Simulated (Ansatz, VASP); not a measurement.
# Two plane-wave programs on Bi

```
Bi
1.0
     5.96692    0.00000    0.00000
    -2.98346    5.16750    0.00000
     0.00000    0.00000    3.98334
Bi
2
Direct
  0.33333 0.66667 0.55800
  0.66667 0.33333 0.44200
```

Alike in both runs: task single point; functional PBE; k mesh 3 × 3 × 4; occupations gaussian, width 0.1 eV; no spin polarisation.

```csv
,VASP,Ansatz
version,VASP 6.6.1,Ansatz 0.2.0
potentials or method,"VASP PAW PBE potentials, release 64 (Bi_d), cutoff 520 eV","scalar-relativistic, plane waves, PAW"
valence electrons in the cell,30,30
```

```tsv
	VASP	Ansatz	Ansatz less VASP
gap on the k mesh at the Fermi level (eV)	none	none	-
pressure (GPa)	-5.4	-5.4	+0.04
traceless stress, the component that is largest in VASP (GPa)	0.82	0.82	+0.003
rms of the force components (eV/Å)	0.125	0.125	0.0000
```

Atom by atom the forces differ by 0.000 eV/Å (rms over components). A gap of «none» marks a metal or a gap that the smearing closes.

The k mesh is coarse, so the values compare programs but aren't converged. Neither program's run includes spin-orbit coupling.
